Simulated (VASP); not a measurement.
# BeSe2: relaxation of cell and atoms with PBE

The system is BeSe2.

```
Be Se
1.0
     0.00000    3.38290    3.38290
     3.38290    0.00000    3.38290
     3.38290    3.38290    0.00000
Be Se
1 2
Direct
  0.25000 0.25000 0.25000
  0.75000 0.75000 0.75000
  0.00000 0.00000 0.00000
```

The cell was generated, and may not be a known phase.

```json
{"Program": "VASP 6.6.1", "Task": "relaxation of cell and atoms", "Functional": "PBE", "Potentials or basis": "VASP PAW PBE potentials, release 64 (Be, Se)", "Cutoff": "600 eV", "k mesh": "4 × 4 × 4", "Occupations": "gaussian, width 0.1 eV", "Spin": "no spin polarisation", "Dipole correction": "no", "Further INCAR settings": "ALGO = Normal; EDIFF = 1e-06; IBRION = 2; EDIFFG = -0.04; NSW = 90; ISIF = 3"}
```

```json
{"Relaxed volume": "21.11 Å³/atom", "Relaxed cell": "a = 4.474 Å, b = 4.474 Å, c = 4.474 Å, α = 60.00°, β = 60.00°, γ = 60.00°", "Space group after relaxing (to 0.1 Å)": "F-43m (No. 216)", "Energy gained by relaxing": "130.2 meV/atom", "Ionic steps": "3", "Pressure after relaxing": "-0.1 GPa", "Band gap on the k mesh": "zero (bands 7 and 8 overlap by 3.54 eV)"}
```

The path:
| step | energy change (eV) | largest force (eV/Å) | pressure (GPa) | volume (Å³) |
| --- | --- | --- | --- | --- |
| 1 | 0.0000 | 0.0000 | -7.34 | 77.43 |
| 2 | -0.3831 | 0.0000 | -1.41 | 64.92 |
| 3 | -0.3907 | 0.0000 | -0.09 | 63.34 |

Final structure:
```
Be Se
1.0
     0.00000    3.16384    3.16384
     3.16384    0.00000    3.16384
     3.16384    3.16384    0.00000
Be Se
1 2
Direct
  0.25000 0.25000 0.25000
  0.75000 0.75000 0.75000
  0.00000 0.00000 0.00000
```

Levels at points of the mesh, in eV from the Fermi level:
```
           k point  band 5  band 6  band 7  band 8  band 9  band 10
(0.00, 0.00, 0.00)   -3.79   -1.92   -1.92   -1.92   -0.42     3.91
(0.50, 0.00, 0.00)   -4.66   -0.97   -0.97    1.07    1.37     4.01
(0.50, 0.50, 0.00)   -4.30   -2.71    1.62    1.62    2.48     4.14
```

Wall time 60 s on 1 thread of Intel Xeon 8259CL, on a shared host, peak memory 0.24 GiB.

Caveat: the k points lie up to 0.43 Å⁻¹ apart in the final cell, too coarse for converged energies and pressures of a metal; the volume moved by over 15 % at a fixed basis, so the end points are rough.
